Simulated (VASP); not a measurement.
Set up this calculation in VASP 6.6.1, as the native input.

```
Task                   : single point
Functional             : LDA
Potentials or basis    : VASP PAW LDA potentials, release 64 (Mg)
Cutoff                 : 520 eV
k mesh                 : 15 × 15 × 15
Occupations            : fermi-dirac, width 0.08 eV
Spin                   : no spin polarisation
Dipole correction      : no
Further INCAR settings : ALGO = Normal; EDIFF = 1e-06; NBANDS = 7
```

The structure of Mg lies in POSCAR:

```
Mg
1.0
   -1.7058065904      1.7058065904      1.7058065904
    1.7058065904     -1.7058065904      1.7058065904
    1.7058065904      1.7058065904     -1.7058065904
Mg
1
Direct
    0.0000000000      0.0000000000      0.0000000000
```

This cell differs from its parent crystal: volume scaled by 0.92.

One way to write it, as run:

INCAR

```
PREC = Accurate ; ENCUT = 520
EDIFF = 1E-6 ; ISMEAR = -1
SIGMA = 0.08 ; LREAL = False
LASPH = True ; NELM = 60
ALGO = Normal ; ISIF = 2
LWAVE = False ; LCHARG = False
NBANDS = 7
```

KPOINTS

```
regular mesh
0
Gamma
  15 15 15
```

Potentials or basis: VASP PAW LDA potentials, release 64 (Mg).

Launch:

```sh
$ cat potpaw_LDA.64/Mg/POTCAR > POTCAR
$ mpirun -np 1 vasp_std > vasp.out
```

Results of the run:

| Quantity | Value |
| --- | --- |
| Pressure | 3.5 GPa |
| Band gap on the k mesh | zero (band 1 reaches 6.16 eV, above the bottom of band 2 at 2.45 eV) |

Run time: 7.5 s on 1 thread of Intel(R) Xeon(R) Platinum 8259CL CPU @ 2.50GHz (Skylake/Cascade Lake), with other jobs on the host, peak memory 0.13 GiB.
